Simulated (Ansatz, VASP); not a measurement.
MoS2 in VASP and in Ansatz

Contents of INCAR:

```
  PREC = Accurate
  ENCUT = 520
  EDIFF = 1E-7
  ISMEAR = 0
  SIGMA = 0.05
  LREAL = F
  LASPH = T
  NELM = 60
  ALGO = Normal
  ISIF = 2
  LWAVE = F
  LCHARG = F
  GGA = PE
  IVDW = 12
  NBANDS = 20
```

Contents of KPOINTS:

```
regular mesh
0
Gamma
  12 12 12
```

File POSCAR:

```
MoS2
1.0
    1.5764743789      0.9101779070      5.8166389361
   -1.5764743789      0.9101779070      5.8166389361
    0.0000000000     -1.8203558141      5.8166389361
Mo S
1 2
Direct
    0.0000172715      0.0000172715      0.0000172715
    0.7535591261      0.7535591261      0.7535591261
    0.5797236024      0.5797236024      0.5797236024
```

Input for Ansatz:

```yaml
crystal:
  lattice:
    - [1.5764743789, 0.910177907, 5.8166389361]
    - [-1.5764743789, 0.910177907, 5.8166389361]
    - [0.0, -1.8203558141, 5.8166389361]
  atoms:
    - { symbol: Mo, position: [1.72715e-05, 1.72715e-05, 1.72715e-05] }
    - { symbol: S, position: [0.7535591261, 0.7535591261, 0.7535591261] }
    - { symbol: S, position: [0.5797236024, 0.5797236024, 0.5797236024] }
basis:
  ecutwfc: 420
kpoints:
  mp_grid: { grid: [12, 12, 12] }
hamiltonian:
  xc: pbe
  dispersion: d3bj
scf:
  occupations: { method: gaussian, width: 0.05 }
output:
  forces: true
  stress: true
  eigenvalues: true
```

Change from the starting cell: strain +0.000 along x and y, -0.030 along z, atoms carried along.

Alike in both runs: task single point; functional PBE; dispersion D3(BJ); k mesh 12 × 12 × 12; occupations gaussian, width 0.05 eV; no spin polarisation.

|  | VASP | Ansatz |
| --- | --- | --- |
| version | VASP 6.6.1 | Ansatz 0.2.0 |
| potentials or method | VASP PAW PBE potentials, release 64 (Mo_sv, S), cutoff 520 eV | scalar-relativistic, plane waves, PAW |
| valence electrons in the cell | 26 | 26 |

```csv
,VASP,Ansatz,Ansatz less VASP
gap on the k mesh at the Fermi level (eV),0.57,0.55,-0.023
least direct gap on the mesh (eV),1.68,1.68,-0.005
pressure (GPa),5.4,5.5,+0.16
"traceless stress, the component that is largest in VASP (GPa)",4.14,4.18,+0.037
rms of the force components (eV/Å),0.412,0.421,+0.0089
```

Atom by atom the forces differ by 0.009 eV/Å (rms over components).
